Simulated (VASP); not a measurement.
Here is a VASP 6.6.1 calculation.

File INCAR:

```
SYSTEM = Al
ALGO = Normal
EDIFF = 1E-8
ENCUT = 520
GGA = PE
IBRION = 8
ISIF = 2
ISMEAR = -1
LASPH = .TRUE.
LCHARG = .FALSE.
LREAL = .FALSE.
LWAVE = .FALSE.
NBANDS = 10
NELM = 80
NSW = 1
PREC = Accurate
SIGMA = 0.05
```

KPOINTS

```
k-points
0
G
  8 8 5
  0 0 0
```

Contents of POSCAR:

```
Al
1.0
    2.8124553515      0.0000000000      0.0000000000
   -1.4062276757      2.4356577814      0.0000000000
    0.0000000000      0.0000000000      4.8668500000
Al
2
Direct
    0.3333333333      0.6666666667      0.2500000000
    0.6666666667      0.3333333333      0.7500000000
```

Potentials or basis: VASP PAW PBE potentials, release 64 (Al).

Command:

```console
$ cat potpaw_PBE.64/Al/POTCAR > POTCAR
$ mpirun -np 1 vasp_std > vasp.out
```

Question: What does it give for the highest phonon frequency at Γ?

Answer: 297 cm⁻¹.

Phonon frequencies in cm⁻¹ (negative: imaginary):
| q point | frequencies |
| --- | --- |
| (0.000, 0.000, 0.000) | 0 0 0 126 126 297 |
